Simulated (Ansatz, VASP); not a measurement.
## BaF2: VASP beside Ansatz

```
Ba F
1.0
     0.00000    3.09716    3.09716
     3.09716    0.00000    3.09716
     3.09716    3.09716    0.00000
Ba F
1 2
Direct
  0.00000 0.00000 0.00000
  0.25000 0.25000 0.25000
  0.75000 0.75000 0.75000
```

Alike in both runs: task single point; functional PBEsol; k mesh 6 × 6 × 6; no spin polarisation.

|  | VASP | Ansatz |
| --- | --- | --- |
| version | VASP 6.6.1 | Ansatz 0.2.0 |
| potentials or method | VASP PAW PBE potentials, release 64 (Ba_sv, F), cutoff 600 eV | plane waves |
| occupations | gaussian, width 0.01 eV | fixed |
| valence electrons in the cell | 24 | 24 |

```tsv
	VASP	Ansatz	Ansatz less VASP
gap on the k mesh at the Fermi level (eV)	6.65	6.73	+0.081
pressure (GPa)	-0.5	-1.6	-1.06
```

VASP's potentials were made for PBE, not for PBEsol.

Neither program's run includes spin-orbit coupling.
